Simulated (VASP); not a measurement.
# Ta2W3 (R-3m) in VASP: single point with PBE

Aim: the single point of Ta2W3 with PBE.

All numbers are computed with VASP 6.6.1; they aren't measurements. Logs are shortened: lines on timing, memory, paths and dates and some standing lists are left out, and cuts for length are marked.

**1. The cell of the first run**

The structure is trigonal, space group R-3m (No. 166). Conventional cell: a = 6.329 Å, b = 6.329 Å, c = 12.456 Å, α = 90.00°, β = 90.00°, γ = 120.00°. Within 4.2 Å of Ta (site symmetry -3m) lie 6 W at 3.16 Å. Within 3.6 Å of Ta (site symmetry -3m) lie 6 W at 2.77 Å. W (site symmetry 2/m) has 4 Ta at 2.77 to 3.16 Å and 4 W at 3.16 Å within 3.6 Å.

**2. Single point, PBE**

Contents of INCAR:

```
SYSTEM = Ta2W3
ALGO = Fast
EDIFF = 1E-6
ENCUT = 520
GGA = PE
ISIF = 2
ISMEAR = 0
LASPH = .TRUE.
LCHARG = .TRUE.
LELF = .TRUE.
LREAL = .FALSE.
LVHAR = .TRUE.
LWAVE = .FALSE.
NBANDS = 40
NELM = 80
PREC = Accurate
SIGMA = 0.1
```

Contents of KPOINTS:

```
k-points
0
G
  3 3 3
  0 0 0
```

Contents of POSCAR:

```
Ta2W3
1.0
    3.1642973600      1.8269079400      4.1521034600
   -3.1642973600      1.8269079400      4.1521034600
    0.0000000000     -3.6538158700      4.1521034600
Ta W
2 3
Direct
    0.0000000000      0.0000000000      0.0000000000
    0.5000000000      0.5000000000      0.5000000000
    0.5000000000      0.5000000000      0.0000000000
    0.0000000000      0.5000000000      0.5000000000
    0.5000000000      0.0000000000      0.5000000000
```

Potentials or basis: VASP PAW PBE potentials, release 64 (Ta_pv, W_sv).

Launch:

```bash
cat potpaw_PBE.64/Ta_pv/POTCAR potpaw_PBE.64/W_sv/POTCAR > POTCAR
mpirun -np 1 vasp_std > vasp.out
```

OUTCAR:

```text
SYSTEM = Ta2W3
   EDIFF = 1E-6
   ENCUT = 520
   GGA = PE
   ISIF = 2
   ISMEAR = 0
   LASPH = .TRUE.
   LREAL = .FALSE.
   NELM = 80
   PREC = Accurate

 ion  position               nearest neighbor table
   1  0.000  0.000  0.000-   3 3.16   3 3.16   4 3.16   4 3.16   5 3.16   5 3.16
   2  0.500  0.500  0.500-   4 2.77   5 2.77   5 2.77   4 2.77   3 2.77   3 2.77
   3  0.500  0.500  0.000-   2 2.77   2 2.77   1 3.16   1 3.16   4 3.16   5 3.16   5 3.16   4 3.16

   4  0.000  0.500  0.500-   2 2.77   2 2.77   5 3.16   5 3.16   1 3.16   3 3.16   3 3.16   1 3.16

   5  0.500  0.000  0.500-   2 2.77   2 2.77   4 3.16   4 3.16   3 3.16   3 3.16   1 3.16   1 3.16

  LATTYP: Found a trigonal (rhomboedric) cell.
 ALAT       =     5.5308528777
 COS(alpha) =     0.3453632796

  Lattice vectors:

 A1 = (   3.1642973600,   1.8269079400,   4.1521034600)
 A2 = (  -3.1642973600,   1.8269079400,   4.1521034600)
 A3 = (   0.0000000000,  -3.6538158700,   4.1521034600)

Analysis of symmetry for initial positions (statically):
=====================================================================
 Subroutine PRICEL returns:
 Original cell was already a primitive cell.

 Routine SETGRP: Setting up the symmetry group for a
 trigonal (rhombohedral) supercell.

 Subroutine GETGRP returns: Found 12 space group operations
 (whereof 12 operations were pure point group operations)
 out of a pool of 12 trial point group operations.

The static configuration has the point symmetry D_3d.

Analysis of symmetry for dynamics (positions and initial velocities):
=====================================================================
 Subroutine PRICEL returns:
 Original cell was already a primitive cell.

 Routine SETGRP: Setting up the symmetry group for a
 trigonal (rhombohedral) supercell.

 Subroutine GETGRP returns: Found 12 space group operations
 (whereof 12 operations were pure point group operations)
 out of a pool of 12 trial point group operations.

The dynamic configuration has the point symmetry D_3d.

 Subroutine INISYM returns: Found 12 space group operations
 (whereof 12 operations are pure point group operations),
 and found     1 'primitive' translations

----------------------------------------------------------------------------------------

                                     Primitive cell

  volume of cell :     144.0169

  direct lattice vectors                    reciprocal lattice vectors
     3.164297360  1.826907940  4.152103460     0.158012962  0.091228826  0.080280594
    -3.164297360  1.826907940  4.152103460    -0.158012962  0.091228826  0.080280594
     0.000000000 -3.653815870  4.152103460     0.000000000 -0.182457652  0.080280594

  length of vectors
     5.530852877  5.530852877  5.530852878     0.199338328  0.199338328  0.199338327

  position of ions in fractional coordinates (direct lattice)
     0.000000000  0.000000000  0.000000000
     0.500000000  0.500000000  0.500000000
     0.500000000  0.500000000  0.000000000
     0.000000000  0.500000000  0.500000000
     0.500000000  0.000000000  0.500000000

  ion indices of the primitive-cell ions
   primitive index   ion index
                 1           1
                 2           2
                 3           3
                 4           4
                 5           5

----------------------------------------------------------------------------------------

 KPOINTS: k-points

Automatic generation of k-mesh.
 Grid dimensions read from file:
 generate k-points for:    3    3    3

 Generating k-lattice:

  Cartesian coordinates                     Fractional coordinates (reciprocal lattice)
     0.052670987  0.030409609  0.026760198     0.333333333  0.000000000  0.000000000
    -0.052670987  0.030409609  0.026760198     0.000000000  0.333333333  0.000000000
     0.000000000 -0.060819217  0.026760198     0.000000000  0.000000000  0.333333333

  Length of vectors
     0.066446109  0.066446109  0.066446109

  Shift w.r.t. Gamma in fractional coordinates (k-lattice)
     0.000000000  0.000000000  0.000000000

 Subroutine IBZKPT returns following result:
 ===========================================

 Found      6 irreducible k-points:

 Following reciprocal coordinates:
            Coordinates               Weight
  0.000000  0.000000  0.000000      1.000000
  0.333333  0.000000 -0.000000      6.000000
  0.333333  0.333333 -0.000000      6.000000
 -0.333333  0.333333  0.000000      6.000000
  0.333333  0.333333  0.333333      2.000000
 -0.333333  0.333333  0.333333      6.000000
   k-points           NKPTS =      6   k-points in BZ     NKDIM =      6   number of bands    NBANDS=     40
   number of dos      NEDOS =    301   number of ions     NIONS =      5
   total plane-waves  NPLWV =  74088
   dimension x,y,z NGX =    42 NGY =   42 NGZ =   42
   dimension x,y,z NGXF=    84 NGYF=   84 NGZF=   84
   ions per type =               2   3
   NGX,Y,Z   is equivalent  to a cutoff of  12.62, 12.62, 12.62 a.u.
   NGXF,Y,Z  is equivalent  to a cutoff of  25.25, 25.25, 25.25 a.u.
 SYSTEM =  Ta2W3
   PREC   = accura    normal or accurate (medium, high low for compatibility)
   ISTART =      0    job   : 0-new  1-cont  2-samecut
   ICHARG =      2    charge: 1-file 2-atom 10-const
   ISPIN  =      1    spin polarized calculation?
   LNONCOLLINEAR =      F non collinear calculations
   LSORBIT =      F    spin-orbit coupling
   LASPH  =      T    aspherical Exc in radial PAW
   ENCUT  =  520.0 eV  38.22 Ry    6.18 a.u.  10.28 10.28 10.28*2*pi/ulx,y,z
   NELM   =     80;   NELMIN=  2; NELMDL= -5     # of ELM steps
   EDIFF  = 0.1E-05   stopping-criterion for ELM
   LREAL  =      F    real-space projection
   EDIFFG = 0.1E-04   stopping-criterion for IOM
   NSW    =      0    number of steps for IOM
   IBRION =     -1    ionic relax: 0-MD 1-quasi-New 2-CG
   NFREE  =      0    steps in history (QN), initial steepest desc. (CG)
   ISIF   =      2    stress and relaxation
   ISYM   =      2    0-nonsym 1-usesym 2-fastsym
   POTIM  = 0.5000    time-step for ionic-motion
   TEBEG  =    0.0;   TEEND  =   0.0 temperature during run
   PSTRESS=    0.0 pullay stress
   NELECT =      64.0000    total number of electrons
   NUPDOWN=      -1.0000    fix difference up-down
   EMIN   =  10.00;   EMAX   =-10.00  energy-range for DOS
   EFERMI =   0.00;   METHOD = LEGACY
   ISMEAR =     0;   SIGMA  =   0.10  broadening in eV -4-tet -1-fermi 0-gaus
   EFERMI_NEDOS =   21; number of points for ismear=-14 and -15
   IALGO  =     68    algorithm
   IMIX   =      4    mixing-type and parameters
     AMIX     =   0.40;   BMIX     =  1.00
     AMIX_MAG =   1.60;   BMIX_MAG =  1.00
  volume/ion in A,a.u.               =      28.80       194.37
  Fermi-wavevector in a.u.,A,eV,Ry     =   1.249291  2.360818 21.235002  1.560729
  Thomas-Fermi vector in A             =   2.383339
   LORBIT       =      0    0 simple, 1 ext, 2 COOP (PROOUT), +10 PAW based schemes
   GGA     = PE    functional components
   LHFCALC =     F    Hartree Fock is set to
   AEXX    =    0.0000 exact exchange contribution
   IVDW    =     0    specifies the selected vdW correction
   LEPSILON=     F    determine dielectric tensor
   LRPA    =     F    only Hartree local field effects (RPA)
 non-spin polarized calculation
 RMM-DIIS sequential band-by-band and
 Gauss-broadening in eV      SIGMA  =   0.10
  energy-cutoff  :      520.00
  volume of cell :      144.02
 maximum number of plane-waves:      3909
 NGX is ok and might be reduce to    42
   NGX = 21   NGY = 21   NGZ = 21

 number of electron      63.9999989 magnetization

 Free energy of the ion-electron system (eV)
  ---------------------------------------------------
  ext. energy  EPLUGINS =         0.00000000
  ---------------------------------------------------
  free energy    TOTEN  =       -50.83289041 eV

  energy without entropy =      -50.80627754  energy(sigma->0) =      -50.81958397

 E-fermi :   3.4093     XC(G=0): -10.1931

 val. band max:        3.3467672191   @ k =   0.3333   0.3333   0.3333
 cond. band min:       3.4704761103   @ k =  -0.3333   0.3333   0.0000
 fundamental gap:      0.1237088912
 Fermi energy:         3.4093486517

 k-point     1 :       0.0000    0.0000    0.0000
  band No.  band energies     occupation
      1     -70.6438      2.00000
      2     -70.6318      2.00000
      3     -70.6318      2.00000
      4     -34.9838      2.00000
      5     -34.9316      2.00000
      6     -34.9316      2.00000
[... 32 lines left out ...]
     39       5.2297      0.00000
     40       7.7133      0.00000

 k-point     2 :       0.3333    0.0000   -0.0000
  band No.  band energies     occupation
      1     -70.6413      2.00000
      2     -70.6344      2.00000
      3     -70.6318      2.00000
      4     -34.9696      2.00000
      5     -34.9355      2.00000
      6     -34.9310      2.00000
[... 32 lines left out ...]
     39       5.2359      0.00000
     40       5.3040      0.00000

 k-point     3 :       0.3333    0.3333   -0.0000
  band No.  band energies     occupation
      1     -70.6413      2.00000
      2     -70.6343      2.00000
      3     -70.6318      2.00000
      4     -34.9681      2.00000
      5     -34.9395      2.00000
      6     -34.9240      2.00000
[... 32 lines left out ...]
     39       5.0726      0.00000
     40       5.7456      0.00000

 k-point     4 :      -0.3333    0.3333    0.0000
  band No.  band energies     occupation
      1     -70.6379      2.00000
      2     -70.6378      2.00000
      3     -70.6318      2.00000
      4     -34.9529      2.00000
      5     -34.9500      2.00000
      6     -34.9254      2.00000
[... 32 lines left out ...]
     39       5.3486      0.00000
     40       5.4918      0.00000

 k-point     5 :       0.3333    0.3333    0.3333
  band No.  band energies     occupation
      1     -70.6439      2.00000
      2     -70.6318      2.00000
      3     -70.6318      2.00000
      4     -34.9831      2.00000
      5     -34.9252      2.00000
      6     -34.9252      2.00000
[... 32 lines left out ...]
     39       5.5164      0.00000
     40       5.6000      0.00000

 k-point     6 :      -0.3333    0.3333    0.3333
  band No.  band energies     occupation
      1     -70.6413      2.00000
      2     -70.6343      2.00000
      3     -70.6318      2.00000
      4     -34.9682      2.00000
      5     -34.9343      2.00000
      6     -34.9242      2.00000
[... 32 lines left out ...]
     39       5.4035      0.00000
     40       5.6019      0.00000

------------------------ aborting loop because EDIFF is reached ----------------------------------------

  FORCE on cell =-STRESS in cart. coord.  units (eV):
  Direction    XX          YY          ZZ          XY          YZ          ZX
  --------------------------------------------------------------------------------------
  -------------------------------------------------------------------------------------
  Total      -27.3158676    -27.3158678    -12.7605641      0.0000000     -0.0000000      0.0000000
  in kB     -303.8870644   -303.8870657   -141.9603589      0.0000000     -0.0000001      0.0000000
  external PRESSURE =    -249.9114963 kB  Pullay stress =       0.0000000 kB

 VOLUME and BASIS-vectors are now :
 -----------------------------------------------------------------------------
  energy-cutoff  :      520.00
  volume of cell :      144.02
      direct lattice vectors                 reciprocal lattice vectors
     3.164297360  1.826907940  4.152103460     0.158012962  0.091228826  0.080280594
    -3.164297360  1.826907940  4.152103460    -0.158012962  0.091228826  0.080280594
     0.000000000 -3.653815870  4.152103460     0.000000000 -0.182457652  0.080280594

 POSITION                                       TOTAL-FORCE (eV/Angst)
 -----------------------------------------------------------------------------------
      0.00000      0.00000      0.00000         0.000000     -0.000000      0.000000
      0.00000      0.00000      6.22816         0.000000      0.000000     -0.000000
      0.00000      1.82691      4.15210         0.000000     -0.000000     -0.000000
     -1.58215     -0.91345      4.15210        -0.000000      0.000000      0.000000
      1.58215     -0.91345      4.15210        -0.000000     -0.000000      0.000000
 -----------------------------------------------------------------------------------
    total drift:                                0.000000     -0.000000     -0.000000

  FREE ENERGIE OF THE ION-ELECTRON SYSTEM (eV)
  ---------------------------------------------------
  free  energy   TOTEN  =       -50.8328904053 eV

  energy  without entropy=      -50.8062775365  energy(sigma->0) =      -50.81958397
```

Wall time 67 s (1 thread of Intel Xeon 6975P-C, shared host); peak memory 0.26 GiB.

Results:

| Quantity | Value |
| --- | --- |
| Free energy | -50.8329 eV |
| Pressure | -25.0 GPa |
| Band gap on the k mesh | zero (band 32 reaches 4.73 eV, above the bottom of band 33 at 3.27 eV) |

Stress tensor (GPa, compression positive):
```
-30.39   0.00   0.00
  0.00 -30.39   0.00
  0.00   0.00 -14.20
```

Levels at points of the mesh, in eV from the Fermi level:
```
           k point  band 30  band 31  band 32  band 33  band 34  band 35
(0.00, 0.00, 0.00)     0.17     1.01     1.32     1.32     1.39     1.39
```

Caveat: the k points lie up to 0.42 Å⁻¹ apart; spin-orbit coupling is left out, which moves the levels of the heavy elements.
